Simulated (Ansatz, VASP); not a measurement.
**Cu: VASP beside Ansatz**

```
CELL_PARAMETERS angstrom
0.00000 1.81357 1.81357
1.81357 0.00000 1.81357
1.81357 1.81357 0.00000
ATOMIC_POSITIONS crystal
Cu 0.00000 0.00000 0.00000
```

Alike in both runs: functional PBE; k mesh 10 × 10 × 10; occupations gaussian, width 0.1 eV; no spin polarisation.

Ansatz relaxed the structure, and its values are those at the end. VASP's run is a single point on that final structure, the one shown.

|  | VASP | Ansatz |
| --- | --- | --- |
| version | VASP 6.6.1 | Ansatz 0.2.0 |
| potentials or method | VASP PAW PBE potentials, release 64 (Cu), cutoff 600 eV | scalar-relativistic, plane waves, PAW |
| valence electrons in the cell | 11 | 19 |

VASP gave:

| Quantity | Value |
| --- | --- |
| gap on the k mesh at the Fermi level (eV) | none |
| pressure (GPa) | 1.2 |

**Question.** Estimate Ansatz's values.

**Answer.** gap on the k mesh at the Fermi level (eV): none; pressure (GPa): 0.3.

A gap of «none» marks a metal or a gap that the smearing closes. The functional is the same, so the differences come from potentials, cutoffs and numerics. VASP's potentials hold 11 valence electrons a cell and Ansatz's 19, so a difference there can come from the potentials and not from the codes.
